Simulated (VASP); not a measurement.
# SiO2 (Fddd) in VASP: a series of runs, part 2 of 2

VASP 6.6.1.

## (3) Single point, PBE

Contents of INCAR:

```
SYSTEM = SiO2
  ALGO = Normal
  EDIFF = 1E-6
  ENCUT = 520
  GGA = PE
  ISIF = 2
  ISMEAR = 0
  LASPH = .True.
  LCHARG = .False.
  LREAL = .False.
  LWAVE = .False.
  NBANDS = 44
  NELM = 60
  PREC = Accurate
  SIGMA = 0.02
```

Contents of KPOINTS:

```
k-points
0
Gamma
  6 6 6
  0 0 0
```

Contents of POSCAR:

```
SiO2
1.0
    0.0000000000      4.6456619663      7.3214615874
    2.3248097724      0.0000000000      7.3214615874
    2.3248097724      4.6456619663      0.0000000000
Si O
4 8
Direct
    0.5622160876      0.5622160876      0.9377839124
    0.3122160876      0.3122160876      0.6877839124
    0.6877839124      0.6877839124      0.3122160876
    0.9377839124      0.9377839124      0.5622160876
    0.6250000000      0.1250000000      0.6250000000
    0.6250000000      0.6250000000      0.1250000000
    0.6250000000      0.6250000000      0.6250000000
    0.1250000000      0.6250000000      0.6250000000
    0.1787091431      0.8212908569      0.1787091431
    0.8212908569      0.1787091431      0.8212908569
    0.4287091431      0.0712908569      0.4287091431
    0.0712908569      0.4287091431      0.0712908569
```

Potentials or basis: VASP PAW PBE potentials, release 64 (Si, O).

Started as:

```sh
> cat potpaw_PBE.64/Si/POTCAR potpaw_PBE.64/O/POTCAR > POTCAR
> mpirun -np 1 vasp_std > vasp.out
```

OUTCAR:

```text
SYSTEM = SiO2
   EDIFF = 1E-6
   ENCUT = 520
   GGA = PE
   ISIF = 2
   ISMEAR = 0
   LASPH = .True.
   LREAL = .False.
   NELM = 60
   PREC = Accurate

 ion  position               nearest neighbor table
   1  0.562  0.562  0.938-   6 1.59   7 1.59  10 1.62   9 1.62   4 2.95   4 2.95
   2  0.312  0.312  0.688-   5 1.59   8 1.59  11 1.62  12 1.62   3 2.95   3 2.95
   3  0.688  0.688  0.312-   6 1.59   7 1.59  11 1.62  12 1.62   2 2.95   2 2.95
   4  0.938  0.938  0.562-   5 1.59   8 1.59  10 1.62   9 1.62   1 2.95   1 2.95
   5  0.625  0.125  0.625-   2 1.59   4 1.59
   6  0.625  0.625  0.125-   1 1.59   3 1.59
   7  0.625  0.625  0.625-   1 1.59   3 1.59
   8  0.125  0.625  0.625-   2 1.59   4 1.59
   9  0.179  0.821  0.179-   1 1.62   4 1.62
  10  0.821  0.179  0.821-   1 1.62   4 1.62
  11  0.429  0.071  0.429-   2 1.62   3 1.62
  12  0.071  0.429  0.071-   2 1.62   3 1.62

  LATTYP: Found a face centered orthorhombic cell.
 ALAT       =     4.6496195448
 B/A-ratio  =     1.9982976764
 C/A-ratio  =     3.1492734048

  Lattice vectors:

 A1 = (   0.0000000000,   4.6456619663,   7.3214615874)
 A2 = (   2.3248097724,   0.0000000000,   7.3214615874)
 A3 = (   2.3248097724,   4.6456619663,   0.0000000000)

Analysis of symmetry for initial positions (statically):
=====================================================================
 Subroutine PRICEL returns:
 Original cell was already a primitive cell.

 Routine SETGRP: Setting up the symmetry group for a
 face centered orthorhombic supercell.

 Subroutine GETGRP returns: Found  8 space group operations
 (whereof  4 operations were pure point group operations)
 out of a pool of  8 trial point group operations.

The static configuration has the point symmetry D_2 .
 The point group associated with its full space group is D_2h.

[... 160 lines left out ...]
   AEXX    =    0.0000 exact exchange contribution
   IVDW    =     0    specifies the selected vdW correction
   LEPSILON=     F    determine dielectric tensor
   LRPA    =     F    only Hartree local field effects (RPA)
 non-spin polarized calculation
 Gauss-broadening in eV      SIGMA  =   0.02
  energy-cutoff  :      520.00
  volume of cell :      158.15
 maximum number of plane-waves:      4311
   NGX = 33   NGY = 29   NGZ = 19

 number of electron      64.0000001 magnetization

 Free energy of the ion-electron system (eV)
  ---------------------------------------------------
  ext. energy  EPLUGINS =         0.00000000
  ---------------------------------------------------
  free energy    TOTEN  =       -94.50508664 eV

  energy without entropy =      -94.50508664  energy(sigma->0) =      -94.50508664

 E-fermi :   0.8736     XC(G=0):  -8.8982

 val. band max:        0.7110136781   @ k =   0.0000   0.0000   0.0000
 cond. band min:       6.5918119362   @ k =   0.0000   0.0000   0.0000
 fundamental gap:      5.8807982581
 Fermi energy:         0.8736415387

 k-point     1 :       0.0000    0.0000    0.0000
  band No.  band energies     occupation
      1     -18.7744      2.00000
      2     -17.8329      2.00000
      3     -17.8004      2.00000
      4     -16.6864      2.00000
      5     -16.6373      2.00000
      6     -16.5824      2.00000
[... 1117 lines left out ...]
     43      13.0804      0.00000
     44      13.3600      0.00000

 [... further k-points ...]

------------------------ aborting loop because EDIFF is reached ----------------------------------------

  FORCE on cell =-STRESS in cart. coord.  units (eV):
  Direction    XX          YY          ZZ          XY          YZ          ZX
  --------------------------------------------------------------------------------------
  -------------------------------------------------------------------------------------
  Total        8.1524762      7.8680674      8.1117177      0.0000000      0.0000000      0.0000000
  in kB       82.5918722     79.7105565     82.1789519      0.0000000      0.0000000      0.0000000
  external PRESSURE =      81.4937936 kB  Pullay stress =       0.0000000 kB

 VOLUME and BASIS-vectors are now :
 -----------------------------------------------------------------------------
  energy-cutoff  :      520.00
  volume of cell :      158.15
      direct lattice vectors                 reciprocal lattice vectors
     0.000000000  4.645661966  7.321461587    -0.215071360  0.107627288  0.068292375
     2.324809772  0.000000000  7.321461587     0.215071360 -0.107627288  0.068292375
     2.324809772  4.645661966  0.000000000     0.215071360  0.107627288 -0.068292375

 POSITION                                       TOTAL-FORCE (eV/Angst)
 -----------------------------------------------------------------------------------
      3.48721      6.96849      8.23249         0.000000      0.000000      0.045057
      2.32481      4.64566      4.57176        -0.000000     -0.000000      0.045057
      2.32481      4.64566     10.07117        -0.000000     -0.000000     -0.045057
      3.48721      6.96849     13.73190         0.000000      0.000000     -0.045057
      1.74361      5.80708      5.49110        -0.000000      0.000000     -0.000000
      1.74361      3.48425      9.15183         0.000000      0.000000     -0.000000
      2.90601      5.80708      9.15183         0.000000      0.000000     -0.000000
      2.90601      3.48425      5.49110        -0.000000      0.000000     -0.000000
      2.32481      1.66044      7.32146         0.000000     -0.003706     -0.000000
      2.32481      7.63088      7.32146         0.000000      0.003706     -0.000000
      1.16240      3.98328      3.66073        -0.000000     -0.003706     -0.000000
      1.16240      0.66239      3.66073        -0.000000      0.003706     -0.000000
 -----------------------------------------------------------------------------------
    total drift:                                0.000000     -0.000000      0.000000

  FREE ENERGIE OF THE ION-ELECTRON SYSTEM (eV)
  ---------------------------------------------------
  free  energy   TOTEN  =       -94.5050866442 eV

  energy  without entropy=      -94.5050866442  energy(sigma->0) =      -94.50508664
```

OSZICAR:

```text
N       E                     dE             d eps       ncg     rms          rms(c)
DAV:   1     0.388356675645E+03    0.38836E+03   -0.33641E+04  4096   0.134E+03
DAV:   2    -0.799701896974E+02   -0.46833E+03   -0.45454E+03  5112   0.313E+02
DAV:   3    -0.107201206333E+03   -0.27231E+02   -0.27104E+02  5072   0.800E+01
DAV:   4    -0.107536048385E+03   -0.33484E+00   -0.33428E+00  4992   0.982E+00
DAV:   5    -0.107541541714E+03   -0.54933E-02   -0.54895E-02  4920   0.123E+00    0.301E+01
DAV:   6    -0.944972670499E+02    0.13044E+02   -0.48513E+01  4648   0.326E+01    0.144E+01
DAV:   7    -0.945001996534E+02   -0.29326E-02   -0.15195E+00  4752   0.521E+00    0.514E+00
DAV:   8    -0.944897363953E+02    0.10463E-01   -0.75382E-02  4908   0.171E+00    0.205E+00
DAV:   9    -0.945027584851E+02   -0.13022E-01   -0.41819E-02  4432   0.123E+00    0.372E-01
DAV:  10    -0.945046724919E+02   -0.19140E-02   -0.26810E-03  4756   0.271E-01    0.134E-01
DAV:  11    -0.945050510908E+02   -0.37860E-03   -0.50083E-04  4560   0.135E-01    0.188E-02
DAV:  12    -0.945050789946E+02   -0.27904E-04   -0.37340E-05  5208   0.421E-02    0.110E-02
DAV:  13    -0.945050848117E+02   -0.58172E-05   -0.56964E-06  4576   0.149E-02    0.817E-03
DAV:  14    -0.945050866956E+02   -0.18839E-05   -0.27104E-06  3760   0.931E-03    0.264E-03
DAV:  15    -0.945050866442E+02    0.51379E-07   -0.51654E-07  3104   0.418E-03
   1 F= -.94505087E+02 E0= -.94505087E+02  d E =-.100611E-32
```

stdout:

```text
POSCAR found type information on POSCAR SiO
 POSCAR found :  2 types and      12 ions
 scaLAPACK will be used
 LDA part: xc-table for (Slater+PW92), standard interpolation
 POSCAR, INCAR and KPOINTS ok, starting setup
 FFT: planning ... GRIDC
 FFT: planning ... GRID_SOFT
 FFT: planning ... GRID
 WAVECAR not read
 entering main loop
```

It took 12 min on 1 thread of Intel Xeon 8259CL, shared host; peak memory 0.51 GiB.

What came out:

| Property | Result |
| --- | --- |
| Free energy | -94.5051 eV |
| Pressure | 8.1 GPa |
| Largest force | 0.045 eV/Å |
| Band gap on the k mesh | 5.88 eV |

Forces in eV/Å, atoms in the order of the input:
```
Si   0.000  0.000  0.045
Si   0.000  0.000  0.045
Si   0.000  0.000 -0.045
Si   0.000  0.000 -0.045
O    0.000  0.000  0.000
O    0.000  0.000  0.000
O    0.000  0.000  0.000
O    0.000  0.000  0.000
O    0.000 -0.004  0.000
O    0.000  0.004  0.000
O    0.000 -0.004  0.000
O    0.000  0.004  0.000
```

Stress tensor (GPa, compression positive):
```
8.26 0.00 0.00
0.00 7.97 0.00
0.00 0.00 8.22
```

Levels at points of the mesh, in eV from the valence-band top:
| k point | band 28 | band 29 | band 30 | band 31 | band 32 | band 33 | band 34 | band 35 | band 36 | band 37 |
| --- | --- | --- | --- | --- | --- | --- | --- | --- | --- | --- |
| (0.00, 0.00, 0.00) | -0.87 | -0.49 | -0.47 | -0.04 | 0.00 | 5.88 | 8.40 | 8.56 | 8.76 | 9.09 |
| (0.50, 0.00, 0.00) | -0.83 | -0.61 | -0.54 | -0.31 | -0.25 | 8.41 | 8.94 | 9.24 | 9.77 | 9.91 |
| (0.50, 0.50, 0.00) | -0.82 | -0.65 | -0.65 | -0.13 | -0.13 | 7.05 | 7.05 | 8.90 | 8.90 | 9.56 |
| (0.50, 0.00, 0.50) | -1.33 | -0.94 | -0.94 | -0.31 | -0.31 | 7.93 | 7.93 | 9.59 | 9.59 | 10.09 |
| (0.00, 0.50, 0.50) | -1.29 | -0.93 | -0.93 | -0.17 | -0.17 | 8.28 | 8.28 | 9.21 | 9.21 | 9.93 |

Caveat: the cell stands under pressure.

## (4) Relaxation of shape and atoms at fixed volume, PBE (14.86 Å³/atom)

This run uses another cell than the first one, of 14.86 Å³/atom.

Contents of INCAR:

```
ALGO     = Normal         # electronic algorithm
EDIFF    = 1E-6           # SCF threshold, eV
EDIFFG   = -0.01          # ionic threshold
ENCUT    = 600            # plane-wave cutoff, eV
GGA      = PE             # functional
IBRION   = 2              # ionic algorithm
ISIF     = 4              # what is computed and relaxed
ISMEAR   = 0              # smearing method
LASPH    = T              # aspherical terms in the spheres
LCHARG   = F              # write CHGCAR
LREAL    = F              # projectors in reciprocal space
LWAVE    = F              # write WAVECAR
NELM     = 60             # most SCF steps
NSW      = 50             # ionic steps
PREC     = Accurate       # precision mode
SIGMA    = 0.02           # smearing width, eV
```

Contents of KPOINTS:

```
k-points
0
Gamma
  6 6 6
```

Contents of POSCAR:

```
SiO2
1.0
    0.0000000000      4.8610682835      7.5570668822
    2.4278745000      0.0000000000      7.5570668822
    2.4278745000      4.8610682835      0.0000000000
Si O
4 8
Direct
    0.5635202118      0.5635202118      0.9364797882
    0.3135202118      0.3135202118      0.6864797882
    0.6864797882      0.6864797882      0.3135202118
    0.9364797882      0.9364797882      0.5635202118
    0.6250000000      0.1250000000      0.6250000000
    0.6250000000      0.6250000000      0.1250000000
    0.6250000000      0.6250000000      0.6250000000
    0.1250000000      0.6250000000      0.6250000000
    0.1896507170      0.8103492830      0.1896507170
    0.8103492830      0.1896507170      0.8103492830
    0.4396507170      0.0603492830      0.4396507170
    0.0603492830      0.4396507170      0.0603492830
```

Started as:

```sh
> cat potpaw_PBE.64/Si/POTCAR potpaw_PBE.64/O/POTCAR > POTCAR
> mpirun -np 1 vasp_std > vasp.out
```

Wall time 68 min (1 thread of Oxide Virtual Turin-like, shared host); peak memory 0.66 GiB.

The run converged. Its results:

| Quantity | Value |
| --- | --- |
| Free energy | -94.6084 eV |
| Energy gained by relaxing | 1.7 meV/atom |
| Ionic steps | 6 |
| Pressure after relaxing | -6.6 GPa |
| Largest force after relaxing | 0.004 eV/Å |
| Band gap on the k mesh | 5.17 eV |

Forces on the atoms (eV/Å):
```
Si   0.000  0.000  0.001
Si   0.000  0.000  0.001
Si   0.000  0.000 -0.001
Si   0.000  0.000 -0.001
O    0.000  0.000  0.000
O    0.000  0.000  0.000
O    0.000  0.000  0.000
O    0.000  0.000  0.000
O    0.000 -0.004  0.000
O    0.000  0.004  0.000
O    0.000 -0.004  0.000
O    0.000  0.004  0.000
```

Stress tensor (GPa, compression positive):
```
-6.55  0.00  0.00
 0.00 -6.51  0.00
 0.00  0.00 -6.63
```

Step by step:
```tsv
step	energy change (eV)	largest force (eV/Å)	pressure (GPa)	volume (Å³)
1	0.0000	0.3200	-7.80	178.38
2	-0.0149	0.1590	-7.23	178.38
3	-0.0200	0.1447	-6.58	178.38
4	-0.0166	0.3104	-6.46	178.38
5	-0.0208	0.0115	-6.54	178.38
6	-0.0209	0.0041	-6.56	178.38
```

Final structure:
```xyz
12
Lattice="0.0000 4.8609 7.5537 2.4291 0.0000 7.5537 2.4291 4.8609 0.0000" Properties=species:S:1:pos:R:3 pbc="T T T"
Si    3.6436    7.2913    8.5179
Si    2.4291    4.8609    4.7410
Si    2.4291    4.8609   10.3663
Si    3.6436    7.2913   14.1432
O     1.8218    6.0761    5.6653
O     1.8218    3.6457    9.4421
O     3.0363    6.0761    9.4421
O     3.0363    3.6457    5.6653
O     2.4291    1.8768    7.5537
O     2.4291    7.8450    7.5537
O     1.2145    4.3073    3.7768
O     1.2145    0.5536    3.7768
```

Levels at points of the mesh, in eV from the valence-band top:
| k point | band 29 | band 30 | band 31 | band 32 | band 33 | band 34 | band 35 | band 36 |
| --- | --- | --- | --- | --- | --- | --- | --- | --- |
| (0.00, 0.00, 0.00) | -0.67 | -0.43 | -0.10 | 0.00 | 5.17 | 7.77 | 7.92 | 8.07 |
| (0.50, 0.00, 0.00) | -0.63 | -0.60 | -0.35 | -0.29 | 7.27 | 8.03 | 8.20 | 9.01 |
| (0.50, 0.50, 0.00) | -0.61 | -0.61 | -0.19 | -0.19 | 6.29 | 6.29 | 8.42 | 8.42 |
| (0.50, 0.00, 0.50) | -0.80 | -0.80 | -0.23 | -0.23 | 7.31 | 7.31 | 9.19 | 9.19 |
| (0.00, 0.50, 0.50) | -0.87 | -0.87 | -0.11 | -0.11 | 7.44 | 7.44 | 8.56 | 8.56 |

A k mesh can miss the band edges.
